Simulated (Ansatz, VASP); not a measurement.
# InAs: VASP beside Ansatz

Contents of INCAR:

```
SYSTEM = InAs
  PREC = Accurate
  ENCUT = 520
  EDIFF = 1E-7
  ISMEAR = -1
  SIGMA = 0.05
  LREAL = .FALSE.
  LASPH = .TRUE.
  NELM = 150
  ALGO = Normal
  ISIF = 2
  LWAVE = .FALSE.
  LCHARG = .FALSE.
  MAGMOM = 0 0 0 0 0 0
  LORBIT = 11
  LSORBIT = .TRUE.
  GGA_COMPAT = .FALSE.
  LORBMOM = .TRUE.
  GGA = PE
  NBANDS = 30
```

KPOINTS

```
Automatic mesh
0
G
  6 6 6
  0 0 0
```

Contents of POSCAR:

```
InAs
1.0
    0.0000000000      2.8773040000      2.8773040000
    2.8773040000      0.0000000000      2.8773040000
    2.8773040000      2.8773040000      0.0000000000
In As
1 1
Direct
    0.5000000000      0.5000000000      0.5000000000
    0.0000000000      0.0000000000      0.0000000000
```

File input.yaml:

```yaml
crystal:
  lattice:
    - [0.0, 2.877304, 2.877304]
    - [2.877304, 0.0, 2.877304]
    - [2.877304, 2.877304, 0.0]
  atoms:
    - { symbol: In, position: [0.5, 0.5, 0.5] }
    - { symbol: As, position: [0.0, 0.0, 0.0] }
hamiltonian:
  xc: pbe
  pseudopotentials: { kind: paw_fr }
magnetization:
  noncollinear: true
  spin_orbit: true
kpoints:
  mp_grid: { grid: [6, 6, 6] }
  band_path:
    path:
      - [[0.0, 0.0, 0.0], [0.5, 0.0, 0.5], [0.5, 0.25, 0.75], [0.375, 0.375, 0.75], [0.0, 0.0, 0.0], [0.5, 0.5, 0.5], [0.625, 0.25, 0.625], [0.5, 0.25, 0.75], [0.5, 0.5, 0.5], [0.375, 0.375, 0.75]]
      - [[0.625, 0.25, 0.625], [0.5, 0.0, 0.5]]
    npoints: 14
scf:
  occupations: { method: fermi_dirac, width: 0.05 }
  n_extra_bands: 6
output:
  forces: true
  stress: true
  eigenvalues: true
  fatbands: false
```

Alike in both runs: functional PBE; k mesh 6 × 6 × 6; occupations fermi-dirac, width 0.05 eV; non-collinear spin, spin-orbit coupling.

```csv
,VASP,Ansatz
version,VASP 6.6.1,Ansatz 0.2.0
potentials or method,"VASP PAW PBE potentials, release 64 (In_d, As)",Ansatz PAW
plane-wave cutoff (eV),520,420
valence electrons in the cell,18,28
task,single point,band structure
```

```tsv
	VASP	Ansatz	Ansatz less VASP
pressure (GPa)	0.0	-0.1	-0.07
net moment per atom (μB)	0.00	0.00	0.000
```

The functional is the same, so the differences come from potentials, cutoffs and numerics. VASP's potentials hold 18 valence electrons a cell and Ansatz's 28, so a difference there can come from the potentials and not from the codes.
